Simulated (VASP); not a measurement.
**Be: single point with RPBE**

Be:

```
Be
1.0
     0.00000    2.47146    2.47146
     2.47146    0.00000    2.47146
     2.47146    2.47146    0.00000
Be
2
Direct
  0.12500 0.12500 0.12500
  0.87500 0.87500 0.87500
```

This isn't the form of Be at room conditions, which is hcp.

| Quantity | Value |
| --- | --- |
| Program | VASP 6.6.1 |
| Task | single point |
| Functional | RPBE |
| Potentials or basis | VASP PAW PBE potentials, release 64 (Be) |
| Cutoff | 520 eV |
| k mesh | 18 × 18 × 18 |
| Occupations | fermi-dirac, width 0.1 eV |
| Spin | no spin polarisation |
| Dipole correction | no |
| Further INCAR settings | ALGO = Normal; EDIFF = 1e-07; NBANDS = 9 |

```yaml
Pressure: 0.0 GPa
Band_gap_on_the_k_mesh: zero (bands 2 and 3 overlap by 6.11 eV)
```

Levels at points of the mesh, in eV from the Fermi level:
| k point | band 1 | band 2 | band 3 | band 4 | band 5 |
| --- | --- | --- | --- | --- | --- |
| (0.00, 0.00, 0.00) | -7.23 | 4.71 | 4.71 | 4.71 | 7.19 |
| (0.50, 0.00, 0.00) | -3.69 | -3.43 | 3.00 | 3.00 | 8.32 |
| (0.50, 0.50, 0.00) | -2.40 | -2.40 | 0.75 | 0.75 | 6.06 |

Wall time 82 s on 1 thread of AMD EPYC 7R13, with other jobs on the host, peak memory 0.15 GiB.

Caveat: the PAW data sets were made with another functional, which shifts forces and pressure a little.
